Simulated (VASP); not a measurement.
## Ta2Si3: single point with PBE

Ta2Si3:

```
Ta Si
1.0
     4.34820    0.00000    0.00000
     0.00000    4.34820    0.00000
     0.00000    0.00000    4.42335
Ta Si
2 3
Direct
  0.00000 0.50000 0.50000
  0.50000 0.00000 0.50000
  0.50000 0.50000 0.00000
  0.50000 0.50000 0.50000
  0.00000 0.00000 0.00000
```

```json
{
 "Program": "VASP 6.6.1",
 "Task": "single point",
 "Functional": "PBE",
 "Potentials or basis": "VASP PAW PBE potentials, release 64 (Ta_pv, Si)",
 "Cutoff": "520 eV",
 "k mesh": "4 × 4 × 4",
 "Occupations": "gaussian, width 0.1 eV",
 "Spin": "no spin polarisation"
}
```

```
Pressure               : 22.6 GPa
Band gap on the k mesh : zero (band 17 reaches 8.19 eV, above the bottom of band 18 at 7.24 eV)
```

Stress tensor (GPa, compression positive):
```
37.33  0.00  0.00
 0.00 37.33  0.00
 0.00  0.00 -6.77
```

Levels at points of the mesh, in eV from the Fermi level:
| k point | band 15 | band 16 | band 17 | band 18 | band 19 | band 20 |
| --- | --- | --- | --- | --- | --- | --- |
| (0.00, 0.00, 0.00) | -2.04 | -1.24 | -0.80 | 0.06 | 1.07 | 1.62 |
| (0.50, 0.00, 0.00) | -1.97 | -1.26 | -1.16 | 0.25 | 0.97 | 0.98 |
| (0.50, 0.50, 0.00) | -1.99 | -0.31 | -0.31 | 2.07 | 2.52 | 2.52 |
| (0.00, 0.00, 0.50) | -0.40 | -0.40 | 0.38 | 0.38 | 1.07 | 1.69 |
| (0.50, 0.00, 0.50) | -1.34 | -1.00 | -0.64 | -0.30 | 0.67 | 0.85 |
| (0.50, 0.50, 0.50) | -0.53 | -0.53 | 0.66 | 0.66 | 1.02 | 1.69 |

Wall time 15 s on 1 thread of Intel(R) Xeon(R) 6975P-C (Granite Rapids), with other jobs on the host, peak memory 0.19 GiB.

Caveat: the k points lie up to 0.36 Å⁻¹ apart; spin-orbit coupling is left out, which moves the levels of the heavy elements.
